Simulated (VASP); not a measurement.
# Pd in VASP: notebook

Runs on Pd. Level: PBE. Tasks: single point.

Program: VASP 6.6.1. These are calculated values, not measurements. Logs are shortened: lines on timing, memory, paths and dates and some standing lists are left out, and cuts for length are marked.

### Step 1. The cell of the first run

Symmetry: Fm-3m, No. 225, cubic system. Conventional cell: a = 3.893 Å, b = 3.893 Å, c = 3.893 Å, α = 90.00°, β = 90.00°, γ = 90.00°. Pd (site symmetry m-3m) has 12 Pd at 2.75 Å within 3.6 Å.

### Step 2. Single point, PBE

Input file INCAR:

```
SYSTEM = Pd
PREC = Accurate ; ENCUT = 520
EDIFF = 1E-7 ; ISMEAR = -1
SIGMA = 0.05 ; LREAL = .FALSE.
LASPH = .TRUE. ; NELM = 60
ALGO = Normal ; ISIF = 2
LWAVE = .FALSE. ; LCHARG = .FALSE.
GGA = PE ; NBANDS = 11
```

Input file KPOINTS:

```
regular mesh
0
G
  10 10 10
  0 0 0
```

Input file POSCAR:

```
Pd
1.0
    0.0000000000      1.9465000000      1.9465000000
    1.9465000000      0.0000000000      1.9465000000
    1.9465000000      1.9465000000      0.0000000000
Pd
1
Direct
    0.0000000000      0.0000000000      0.0000000000
```

Potentials or basis: VASP PAW PBE potentials, release 64 (Pd).

Run with:

```console
cat potpaw_PBE.64/Pd/POTCAR > POTCAR
mpirun -np 1 vasp_std > vasp.out
```

OUTCAR:

```text
SYSTEM = Pd
   PREC = Accurate
   ENCUT = 520
   EDIFF = 1E-7
   ISMEAR = -1
   LREAL = .FALSE.
   LASPH = .TRUE.
   NELM = 60
   ISIF = 2
   GGA = PE

 ion  position               nearest neighbor table
   1  0.000  0.000  0.000-

  LATTYP: Found a face centered cubic cell.
 ALAT       =     3.8930000000

  Lattice vectors:

 A1 = (   0.0000000000,   1.9465000000,   1.9465000000)
 A2 = (   1.9465000000,   0.0000000000,   1.9465000000)
 A3 = (   1.9465000000,   1.9465000000,   0.0000000000)

Analysis of symmetry for initial positions (statically):
[... 33 lines left out ...]
                                     Primitive cell

  volume of cell :      14.7500

  direct lattice vectors                    reciprocal lattice vectors
     0.000000000  1.946500000  1.946500000    -0.256871307  0.256871307  0.256871307
     1.946500000  0.000000000  1.946500000     0.256871307 -0.256871307  0.256871307
     1.946500000  1.946500000  0.000000000     0.256871307  0.256871307 -0.256871307

  length of vectors
     2.752766699  2.752766699  2.752766699     0.444914156  0.444914156  0.444914156

  position of ions in fractional coordinates (direct lattice)
     0.000000000  0.000000000  0.000000000

  ion indices of the primitive-cell ions
   primitive index   ion index
                 1           1

----------------------------------------------------------------------------------------

 KPOINTS: regular mesh

Automatic generation of k-mesh.
 Grid dimensions read from file:
 generate k-points for:   10   10   10

 Generating k-lattice:

  Cartesian coordinates                     Fractional coordinates (reciprocal lattice)
    -0.025687131  0.025687131  0.025687131     0.100000000  0.000000000  0.000000000
     0.025687131 -0.025687131  0.025687131     0.000000000  0.100000000  0.000000000
     0.025687131  0.025687131 -0.025687131     0.000000000  0.000000000  0.100000000

  Length of vectors
     0.044491416  0.044491416  0.044491416

  Shift w.r.t. Gamma in fractional coordinates (k-lattice)
     0.000000000  0.000000000  0.000000000

 Subroutine IBZKPT returns following result:
 ===========================================

 Found     47 irreducible k-points:

 Following reciprocal coordinates:
            Coordinates               Weight
  0.000000  0.000000  0.000000      1.000000
  0.100000  0.000000  0.000000      8.000000
  0.200000  0.000000  0.000000      8.000000
  0.300000  0.000000  0.000000      8.000000
  0.400000  0.000000  0.000000      8.000000
  0.500000  0.000000  0.000000      4.000000
[... 16 lines left out ...]
  0.300000  0.300000  0.000000      6.000000
  0.400000  0.300000  0.000000     24.000000
 [... further k-points ...]
   k-points           NKPTS =     47   k-points in BZ     NKDIM =     47   number of bands    NBANDS=     11
   number of dos      NEDOS =    301   number of ions     NIONS =      1
   total plane-waves  NPLWV =   8000
   dimension x,y,z NGX =    20 NGY =   20 NGZ =   20
   dimension x,y,z NGXF=    40 NGYF=   40 NGZF=   40
   ions per type =               1
   NGX,Y,Z   is equivalent  to a cutoff of  12.08, 12.08, 12.08 a.u.
   NGXF,Y,Z  is equivalent  to a cutoff of  24.16, 24.16, 24.16 a.u.
 SYSTEM =  Pd
   PREC   = accura    normal or accurate (medium, high low for compatibility)
   ISTART =      0    job   : 0-new  1-cont  2-samecut
   ICHARG =      2    charge: 1-file 2-atom 10-const
   ISPIN  =      1    spin polarized calculation?
   LNONCOLLINEAR =      F non collinear calculations
   LSORBIT =      F    spin-orbit coupling
   LASPH  =      T    aspherical Exc in radial PAW
   ENCUT  =  520.0 eV  38.22 Ry    6.18 a.u.   5.12  5.12  5.12*2*pi/ulx,y,z
   NELM   =     60;   NELMIN=  2; NELMDL= -5     # of ELM steps
   EDIFF  = 0.1E-06   stopping-criterion for ELM
   LREAL  =      F    real-space projection
   EDIFFG = 0.1E-05   stopping-criterion for IOM
   NSW    =      0    number of steps for IOM
   IBRION =     -1    ionic relax: 0-MD 1-quasi-New 2-CG
   NFREE  =      0    steps in history (QN), initial steepest desc. (CG)
   ISIF   =      2    stress and relaxation
   ISYM   =      2    0-nonsym 1-usesym 2-fastsym
   POTIM  = 0.5000    time-step for ionic-motion
   TEBEG  =    0.0;   TEEND  =   0.0 temperature during run
   PSTRESS=    0.0 pullay stress
   NELECT =      10.0000    total number of electrons
   NUPDOWN=      -1.0000    fix difference up-down
   EMIN   =  10.00;   EMAX   =-10.00  energy-range for DOS
   EFERMI =   0.00;   METHOD = LEGACY
   ISMEAR =    -1;   SIGMA  =   0.05  broadening in eV -4-tet -1-fermi 0-gaus
   EFERMI_NEDOS =   21; number of points for ismear=-14 and -15
   IALGO  =     38    algorithm
   IMIX   =      4    mixing-type and parameters
     AMIX     =   0.40;   BMIX     =  1.00
     AMIX_MAG =   1.60;   BMIX_MAG =  1.00
  volume/ion in A,a.u.               =      14.75        99.54
  Fermi-wavevector in a.u.,A,eV,Ry     =   1.438171  2.717748 28.141404  2.068335
  Thomas-Fermi vector in A             =   2.557167
   LORBIT       =      0    0 simple, 1 ext, 2 COOP (PROOUT), +10 PAW based schemes
   GGA     = PE    functional components
   LHFCALC =     F    Hartree Fock is set to
   AEXX    =    0.0000 exact exchange contribution
   IVDW    =     0    specifies the selected vdW correction
   LEPSILON=     F    determine dielectric tensor
   LRPA    =     F    only Hartree local field effects (RPA)
 non-spin polarized calculation
  energy-cutoff  :      520.00
  volume of cell :       14.75
 maximum number of plane-waves:       411
   NGX = 11   NGY = 11   NGZ = 11

 number of electron      10.0000000 magnetization

 number of electron       9.9999999 magnetization

 Free energy of the ion-electron system (eV)
  ---------------------------------------------------
  ext. energy  EPLUGINS =         0.00000000
  ---------------------------------------------------
  free energy    TOTEN  =        -5.22710462 eV

  energy without entropy =       -5.21217091  energy(sigma->0) =       -5.21963777

 E-fermi :   9.7996     XC(G=0): -13.1839

 val. band max:        9.7855090878   @ k =  -0.4000   0.4000   0.0000
 cond. band min:       9.8241773013   @ k =   0.5000   0.2000   0.0000
 fundamental gap:      0.0386682135
 Fermi energy:         9.7996392476

 k-point     1 :       0.0000    0.0000    0.0000
  band No.  band energies     occupation
      1       2.6435      2.00000
      2       6.9502      2.00000
      3       6.9502      2.00000
      4       6.9502      2.00000
      5       8.5597      2.00000
      6       8.5597      2.00000
      7      26.9769      0.00000
      8      31.7526      0.00000
      9      31.7526      0.00000
     10      31.7526      0.00000
     11      36.0257      0.00000

 k-point     2 :       0.1000    0.0000    0.0000
  band No.  band energies     occupation
      1       3.0006      2.00000
      2       6.8320      2.00000
      3       7.0684      2.00000
      4       7.0684      2.00000
      5       8.5083      2.00000
      6       8.5083      2.00000
      7      27.3143      0.00000
      8      29.7771      0.00000
      9      32.1600      0.00000
     10      32.1600      0.00000
     11      36.1030      0.00000

 k-point     3 :       0.2000    0.0000    0.0000
  band No.  band energies     occupation
      1       3.9004      2.00000
      2       6.7166      2.00000
      3       7.2482      2.00000
      4       7.2482      2.00000
      5       8.5421      2.00000
      6       8.5421      2.00000
      7      26.0698      0.00000
      8      28.2018      0.00000
      9      33.1210      0.00000
     10      33.1210      0.00000
     11      35.6422      0.00000

 k-point     4 :       0.3000    0.0000    0.0000
  band No.  band energies     occupation
      1       4.5546      2.00000
      2       7.1694      2.00000
      3       7.1694      2.00000
      4       7.4908      2.00000
      5       8.9705      2.00000
      6       8.9705      2.00000
      7      22.4738      0.00000
      8      27.6049      0.00000
      9      33.1021      0.00000
     10      33.1021      0.00000
     11      35.9827      0.00000

 k-point     5 :       0.4000    0.0000    0.0000
  band No.  band energies     occupation
      1       4.5543      2.00000
      2       6.9830      2.00000
      3       6.9830      2.00000
      4       9.4381      1.99855
      5       9.5208      1.99246
      6       9.5208      1.99246
      7      18.9681      0.00000
      8      26.6950      0.00000
      9      31.5703      0.00000
     10      31.5703      0.00000
     11      36.0759      0.00000
[... 211 lines left out ...]
 k-point    21 :      -0.3000    0.2000    0.0000
  band No.  band energies     occupation
      1       5.5449      2.00000
      2       6.5354      2.00000
      3       7.0179      2.00000
      4       7.6956      2.00000
      5       8.7450      2.00000
      6      12.0691      0.00000
      7      20.8133      0.00000
      8      24.3345      0.00000
      9      29.1413      0.00000
     10      31.6006      0.00000
     11      35.2694      0.00000

 k-point    22 :      -0.2000    0.2000    0.0000
  band No.  band energies     occupation
      1       5.4255      2.00000
      2       6.2412      2.00000
      3       7.0379      2.00000
      4       7.8703      2.00000
      5       8.0267      2.00000
      6      10.4351      0.00001
      7      24.1491      0.00000
      8      25.0234      0.00000
      9      30.3503      0.00000
     10      32.9482      0.00000
     11      34.1804      0.00000

 k-point    23 :       0.3000    0.3000    0.0000
  band No.  band energies     occupation
      1       4.9667      2.00000
      2       5.3752      2.00000
      3       8.6812      2.00000
      4       8.7193      2.00000
      5       8.7193      2.00000
      6       9.3048      1.99990
      7      26.4050      0.00000
      8      26.4050      0.00000
      9      26.8463      0.00000
     10      30.1511      0.00000
     11      31.8389      0.00000

 k-point    24 :       0.4000    0.3000    0.0000
  band No.  band energies     occupation
      1       4.9589      2.00000
      2       5.2319      2.00000
      3       8.3554      2.00000
      4       8.8368      2.00000
      5       9.6963      1.77518
      6      10.8584      0.00000
      7      23.4736      0.00000
      8      25.0587      0.00000
      9      25.4064      0.00000
     10      30.6304      0.00000
     11      32.9475      0.00000

 [... further k-points ...]
[... 5 lines left out ...]
  --------------------------------------------------------------------------------------
  -------------------------------------------------------------------------------------
  Total        0.6106048      0.6106048      0.6106048      0.0000000      0.0000000      0.0000000
  in kB       66.3250457     66.3250457     66.3250457      0.0000000      0.0000000      0.0000000
  external PRESSURE =      66.3250457 kB  Pullay stress =       0.0000000 kB

 VOLUME and BASIS-vectors are now :
 -----------------------------------------------------------------------------
  energy-cutoff  :      520.00
  volume of cell :       14.75
      direct lattice vectors                 reciprocal lattice vectors
     0.000000000  1.946500000  1.946500000    -0.256871307  0.256871307  0.256871307
     1.946500000  0.000000000  1.946500000     0.256871307 -0.256871307  0.256871307
     1.946500000  1.946500000  0.000000000     0.256871307  0.256871307 -0.256871307

 POSITION                                       TOTAL-FORCE (eV/Angst)
 -----------------------------------------------------------------------------------
      0.00000      0.00000      0.00000         0.000000      0.000000     -0.000000
 -----------------------------------------------------------------------------------
    total drift:                               -0.000000     -0.000000     -0.000000

  FREE ENERGIE OF THE ION-ELECTRON SYSTEM (eV)
  ---------------------------------------------------
  free  energy   TOTEN  =        -5.2271046223 eV

  energy  without entropy=       -5.2121709088  energy(sigma->0) =       -5.21963777
```

Wall time 6 s (1 thread of AMD EPYC 7R43 (Zen 3), shared host); peak memory 0.09 GiB.

Results:

* Free energy: -5.2271 eV
* Pressure: 6.6 GPa
* Band gap on the k mesh: zero (band 5 reaches 10.08 eV, above the bottom of band 6 at 8.51 eV)

### Step 3. Single point, PBE

This run uses another cell than the first one, of 13.59 Å³/atom, 0.922 times its volume.

Input file INCAR:

```
SYSTEM = Pd
ALGO = Normal ; EDIFF = 1E-7
ENCUT = 520 ; GGA = PE
ISIF = 2 ; ISMEAR = -1
LASPH = .True. ; LCHARG = .True.
LELF = .True. ; LREAL = .False.
LVHAR = .True. ; LWAVE = .False.
NBANDS = 11 ; NELM = 60
PREC = Accurate ; SIGMA = 0.05
```

Input file KPOINTS:

```
k-points
0
Gamma
  10 10 10
  0 0 0
```

Input file POSCAR:

```
Pd
1.0
    0.0000000000      1.8686400000      1.9465000000
    1.8686400000      0.0000000000      1.9465000000
    1.8686400000      1.8686400000      0.0000000000
Pd
1
Direct
    0.0000000000      0.0000000000      0.0000000000
```

Potentials or basis: VASP PAW PBE potentials, release 64 (Pd).

Run with:

```console
cat potpaw_PBE.64/Pd/POTCAR > POTCAR
mpirun -np 1 vasp_std > vasp.out
```

OUTCAR:

```text
SYSTEM = Pd
   EDIFF = 1E-7
   ENCUT = 520
   GGA = PE
   ISIF = 2
   ISMEAR = -1
   LASPH = .True.
   LREAL = .False.
   NELM = 60
   PREC = Accurate

 ion  position               nearest neighbor table
   1  0.000  0.000  0.000-

  LATTYP: Found a body centered tetragonal cell.
 ALAT       =     2.6426560312
 C/A-ratio  =     1.4731391275

  Lattice vectors:

 A1 = (  -1.8686400000,   0.0000000000,   1.9465000000)
 A2 = (   1.8686400000,   0.0000000000,   1.9465000000)
 A3 = (   0.0000000000,   1.8686400000,  -1.9465000000)

Analysis of symmetry for initial positions (statically):
[... 505 lines left out ...]
      5      11.1585      1.75548
      6      12.1356      0.00000
      7      25.9051      0.00000
      8      26.5008      0.00000
      9      27.9401      0.00000
     10      33.4057      0.00000
     11      35.9292      0.00000

 [... further k-points ...]
[... 5 lines left out ...]
  --------------------------------------------------------------------------------------
  -------------------------------------------------------------------------------------
  Total        2.4534458      2.4534458      2.0999213      0.0000000     -0.0000000     -0.0000000
  in kB      289.1687599    289.1687599    247.5015450      0.0000000     -0.0000000     -0.0000000
  external PRESSURE =     275.2796883 kB  Pullay stress =       0.0000000 kB

 VOLUME and BASIS-vectors are now :
 -----------------------------------------------------------------------------
  energy-cutoff  :      520.00
  volume of cell :       13.59
      direct lattice vectors                 reciprocal lattice vectors
     0.000000000  1.868640000  1.946500000    -0.267574279  0.267574279  0.256871307
     1.868640000  0.000000000  1.946500000     0.267574279 -0.267574279  0.256871307
     1.868640000  1.868640000  0.000000000     0.267574279  0.267574279 -0.256871307

 POSITION                                       TOTAL-FORCE (eV/Angst)
 -----------------------------------------------------------------------------------
      0.00000      0.00000      0.00000        -0.000000     -0.000000      0.000000
 -----------------------------------------------------------------------------------
    total drift:                               -0.000000     -0.000000     -0.000000

  FREE ENERGIE OF THE ION-ELECTRON SYSTEM (eV)
  ---------------------------------------------------
  free  energy   TOTEN  =        -5.1051159059 eV

  energy  without entropy=       -5.0917114794  energy(sigma->0) =       -5.09841369
```

stdout:

```text
POSCAR found type information on POSCAR Pd
 POSCAR found :  1 types and       1 ions
 scaLAPACK will be used
 LDA part: xc-table for (Slater+PW92), standard interpolation
 POSCAR, INCAR and KPOINTS ok, starting setup
 FFT: planning ... GRIDC
 FFT: planning ... GRID_SOFT
 FFT: planning ... GRID
 WAVECAR not read
 entering main loop
```

Run time: 13 s. Hardware: 1 thread of AMD EPYC 7R43 (Zen 3), shared host; peak memory 0.1 GiB.

What came out:

* Free energy: -5.1051 eV
* Pressure: 27.5 GPa
* Band gap on the k mesh: zero (band 5 reaches 11.76 eV, above the bottom of band 6 at 9.84 eV)

Stress tensor (GPa, compression positive):
```
28.92  0.00  0.00
 0.00 28.92  0.00
 0.00  0.00 24.75
```

### Step 4. Single point, PBE

This run uses another cell than the first one, of 14.17 Å³/atom, 0.960 times its volume.

Input file INCAR:

```
SYSTEM = Pd
PREC = Accurate
ENCUT = 520
EDIFF = 1E-7
ISMEAR = -1
SIGMA = 0.05
LREAL = .FALSE.
LASPH = .TRUE.
NELM = 60
ALGO = Normal
ISIF = 2
LWAVE = .FALSE.
LCHARG = .TRUE.
GGA = PE
LELF = .TRUE.
LVHAR = .TRUE.
NBANDS = 11
```

Input file KPOINTS:

```
Automatic mesh
0
G
  10 10 10
  0 0 0
```

Input file POSCAR:

```
Pd
1.0
    0.0000000000      1.9075700000      1.9465000000
    1.9075700000      0.0000000000      1.9465000000
    1.9075700000      1.9075700000      0.0000000000
Pd
1
Direct
    0.0000000000      0.0000000000      0.0000000000
```

Run with:

```console
cat potpaw_PBE.64/Pd/POTCAR > POTCAR
mpirun -np 1 vasp_std > vasp.out
```

Wall time 12 s (1 thread of AMD EPYC 7R43 (Zen 3), shared host); peak memory 0.1 GiB.

The run converged. Its results:

| Item | Value |
| --- | --- |
| Free energy | -5.1855 eV |
| Pressure | 15.9 GPa |
| Band gap on the k mesh | zero (band 5 reaches 10.89 eV, above the bottom of band 6 at 9.22 eV) |

Stress tensor (GPa, compression positive):
```
16.44  0.00  0.00
 0.00 16.44  0.00
 0.00  0.00 14.76
```

Levels at points of the mesh, in eV from the Fermi level:
| k point | band 1 | band 2 | band 3 | band 4 | band 5 | band 6 | band 7 | band 8 | band 9 | band 10 |
| --- | --- | --- | --- | --- | --- | --- | --- | --- | --- | --- |
| (0.00, 0.00, 0.00) | -7.48 | -3.17 | -2.97 | -2.97 | -1.43 | -1.22 | 17.19 | 21.84 | 22.37 | 22.37 |
| (0.50, 0.00, 0.00) | -5.64 | -3.19 | -3.00 | -0.08 | 0.01 | 0.91 | 7.64 | 16.54 | 21.29 | 21.70 |
| (0.50, 0.50, 0.00) | -5.76 | -5.46 | -0.06 | 0.30 | 0.30 | 3.06 | 10.82 | 13.67 | 13.67 | 22.38 |
| (0.50, 0.00, 0.50) | -5.77 | -5.46 | -0.07 | 0.23 | 0.38 | 3.47 | 11.37 | 13.22 | 13.36 | 22.05 |

### Step 5. Single point, PBE

This run uses another cell than the first one, of 14.46 Å³/atom, 0.980 times its volume.

Input file INCAR:

```
SYSTEM = Pd
PREC = Accurate
ENCUT = 520
EDIFF = 1E-6
ISMEAR = -1
SIGMA = 0.05
LREAL = .FALSE.
LASPH = .TRUE.
NELM = 60
ALGO = Fast
ISIF = 2
LWAVE = .FALSE.
LCHARG = .FALSE.
GGA = PE
NBANDS = 11
```

Input file KPOINTS:

```
regular mesh
0
G
  10 10 10
  0 0 0
```

Input file POSCAR:

```
Pd
1.0
    0.0000000000      1.9270350000      1.9465000000
    1.9270350000      0.0000000000      1.9465000000
    1.9270350000      1.9270350000      0.0000000000
Pd
1
Direct
    0.0000000000      0.0000000000      0.0000000000
```

Run with:

```console
cat potpaw_PBE.64/Pd/POTCAR > POTCAR
mpirun -np 1 vasp_std > vasp.out
```

Wall time 13 s (1 thread of AMD EPYC 7R43 (Zen 3), shared host); peak memory 0.1 GiB.

It converged, with:

* Free energy: -5.2107 eV
* Pressure: 11.0 GPa
* Band gap on the k mesh: zero (band 5 reaches 10.48 eV, above the bottom of band 6 at 8.86 eV)

Stress tensor (GPa, compression positive):
```
11.25  0.00  0.00
 0.00 11.25  0.00
 0.00  0.00 10.51
```

Levels at points of the mesh, in eV from the Fermi level:
```
           k point  band 3  band 4  band 5  band 6  band 7  band 8
(0.00, 0.00, 0.00)   -2.91   -2.91   -1.33   -1.23   17.18   21.91
(0.50, 0.00, 0.00)   -2.95   -0.06   -0.01    0.95    7.47   16.54
(0.50, 0.50, 0.00)   -0.06    0.29    0.29    3.20   10.79   13.43
(0.50, 0.00, 0.50)   -0.07    0.26    0.33    3.40   11.06   13.21
```

### Step 6. The runs side by side

```csv
cell,gap on the mesh (eV),pressure (GPa)
"a = 2.753 Å, angles 60.0°, 1 atom",none,6.6
"a = 2.698, b = 2.698, c = 2.643 Å, angles 60.7, 60.7, 58.6°, 1 atom",none,27.5
"a = 2.725, b = 2.725, c = 2.698 Å, angles 60.3, 60.3, 59.3°, 1 atom",none,15.9
"a = 2.739, b = 2.739, c = 2.725 Å, angles 60.2, 60.2, 59.7°, 1 atom",none,11.0
```

Alike in all rows: task single point; level PBE; potentials or basis VASP PAW PBE potentials, release 64 (Pd); no spin polarisation; k mesh 10 × 10 × 10; cutoff (eV) 520; smearing fermi-dirac 0.05 eV.

Total energies depend on the potentials used, so only differences within one code and one set of settings carry meaning.
